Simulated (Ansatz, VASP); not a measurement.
## Two plane-wave programs on ScAlN2

```
Sc Al N
1.0
     2.37299   -3.26278    0.00000
     2.37299    3.26278    0.00000
     0.00000    0.00000    4.32607
Sc Al N
1 1 2
Direct
  0.50000 0.50000 0.50000
  0.00000 0.00000 0.50000
  0.32749 0.32749 0.00000
  0.67251 0.67251 0.00000
```

Alike in both runs: task single point; functional PBE; k mesh 4 × 4 × 4; occupations gaussian, width 0.1 eV; no spin polarisation.

|  | VASP | Ansatz |
| --- | --- | --- |
| version | VASP 6.6.1 | Ansatz 0.2.0 |
| potentials or method | VASP PAW PBE potentials, release 64 (Sc_sv, Al, N), cutoff 520 eV | scalar-relativistic, plane waves, PAW |
| valence electrons in the cell | 24 | 24 |

|  | VASP | Ansatz | Ansatz less VASP |
| --- | --- | --- | --- |
| gap on the k mesh at the Fermi level (eV) | none | none | - |
| pressure (GPa) | -7.3 | -7.5 | -0.15 |
| traceless stress, the component that is largest in VASP (GPa) | -18.01 | -18.29 | -0.273 |
| rms of the force components (eV/Å) | 2.036 | 2.054 | +0.0181 |

Atom by atom the forces differ by 0.018 eV/Å (rms over components). A gap of «none» marks a metal or a gap that the smearing closes.

The k mesh is coarse, so the values compare programs but aren't converged.
